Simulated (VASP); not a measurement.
Set up this calculation in VASP 6.6.1, as the native input.

| Quantity | Value |
| --- | --- |
| Task | single point |
| Functional | LDA |
| Potentials or basis | VASP PAW LDA potentials, release 64 (Ge_d) |
| Cutoff | 520 eV |
| k mesh | 12 × 12 × 7 |
| Occupations | fermi-dirac, width 0.1 eV |
| Spin | no spin polarisation |
| Dipole correction | no |
| Further INCAR settings | ALGO = Normal; EDIFF = 1e-06; NBANDS = 21 |

The structure of Ge lies in POSCAR:

```
Ge
1.0
    1.4880530000     -2.5946900000      0.0000000000
    1.4880530000      2.5946900000      0.0000000000
    0.0000000000      0.0000000000      4.7275960000
Ge
2
Direct
    0.6665530000      0.3334470000      0.2500000000
    0.3334470000      0.6665530000      0.7500000000
```

The input as run:

INCAR

```
SYSTEM = Ge
PREC = Accurate
ENCUT = 520
EDIFF = 1E-6
ISMEAR = -1
SIGMA = 0.1
LREAL = .FALSE.
LASPH = .TRUE.
NELM = 80
ALGO = Normal
ISIF = 2
LWAVE = .FALSE.
LCHARG = .TRUE.
GGA = CA
LELF = .TRUE.
LVHAR = .TRUE.
NBANDS = 21
```

KPOINTS

```
regular mesh
0
G
  12 12 7
  0 0 0
```

Potentials or basis: VASP PAW LDA potentials, release 64 (Ge_d).

The run is started by

```sh
$ cat potpaw_LDA.64/Ge_d/POTCAR > POTCAR
$ mpirun -np 1 vasp_std > vasp.out
```

Results of the run:

```json
{"Pressure": "-1.4 GPa", "Largest force": "0.004 eV/Å", "Band gap on the k mesh": "zero (band 14 reaches 13.40 eV, above the bottom of band 15 at 4.00 eV)"}
```

Run time: 71 s on 1 thread of Intel(R) Xeon(R) Platinum 8259CL CPU @ 2.50GHz (Skylake/Cascade Lake), with other jobs on the host, peak memory 0.21 GiB.
